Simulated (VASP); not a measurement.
The system is BaTiO3 (Barioperovskite).

```
Ba Ti O
1.0
     3.98550    0.00000    0.00000
     0.00000    2.83690    2.84515
     0.00000   -2.83690    2.84515
Ba Ti O
1 1 3
Cartesian
  0.0000 0.0000 0.0000
  1.9928 0.0000 2.9157
  0.0000 0.0000 2.7735
  1.9928 -1.3804 4.2594
  1.9928 1.3804 4.2594
```

Base run:

| Item | Value |
| --- | --- |
| Program | VASP 6.6.1 |
| Functional | r2SCAN |
| Potentials or basis | VASP PAW PBE potentials, release 64 (Ba_sv, Ti_sv, O) |
| Cutoff | 520 eV |
| k mesh | 4 × 4 × 4 |
| Occupations | fermi-dirac, width 0.05 eV |
| Spin | no spin polarisation |
| Hubbard terms | Ti d U = 4.0 eV |

Its results: band gap on the k mesh 2.75 eV, indirect (least direct gap 3.00 eV); pressure 4.4 GPa; largest force 0.466 eV/Å.

Q: The run is repeated on the same cell with these changes: hubbard terms from Ti d U = 4.0 eV to Ti d U = 6.0 eV. What comes out?

A: Band gap on the k mesh 3.04 eV, indirect (least direct gap 3.31 eV); pressure 6.1 GPa; largest force 0.791 eV/Å.

Caveats: the PAW data sets were made with another functional, which shifts forces and pressure a little; spin-orbit coupling is left out, which moves the levels of the heavy elements.

A k mesh can miss the band edges.
